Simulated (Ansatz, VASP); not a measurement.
Pd: VASP beside Ansatz

```
CELL_PARAMETERS angstrom
0.00000 1.95585 1.95585
1.95585 0.00000 1.95585
1.95585 1.95585 0.00000
ATOMIC_POSITIONS crystal
Pd 0.00000 0.00000 0.00000
```

Alike in both runs: task single point; functional r2SCAN; k mesh 4 × 4 × 4; occupations fermi-dirac, width 0.1 eV; no spin polarisation.

|  | VASP | Ansatz |
| --- | --- | --- |
| version | VASP 6.6.1 | Ansatz 0.2.0 |
| potentials or method | VASP PAW PBE potentials, release 64 (Pd), cutoff 520 eV | plane waves (500 eV) with PAW, scalar-relativistic |
| valence electrons in the cell | 10 | 18 |

Ansatz gave:

- pressure (GPa): -1.0

Problem. What did VASP give for the same quantities?

Solution. Pressure (GPa): -0.2.

VASP's potentials were made for PBE, not for r2SCAN. The functional is the same, so the differences come from potentials, cutoffs and numerics. VASP's potentials hold 10 valence electrons a cell and Ansatz's 18, so a difference there can come from the potentials and not from the codes.

The k mesh is coarse, so the values compare programs but aren't converged.
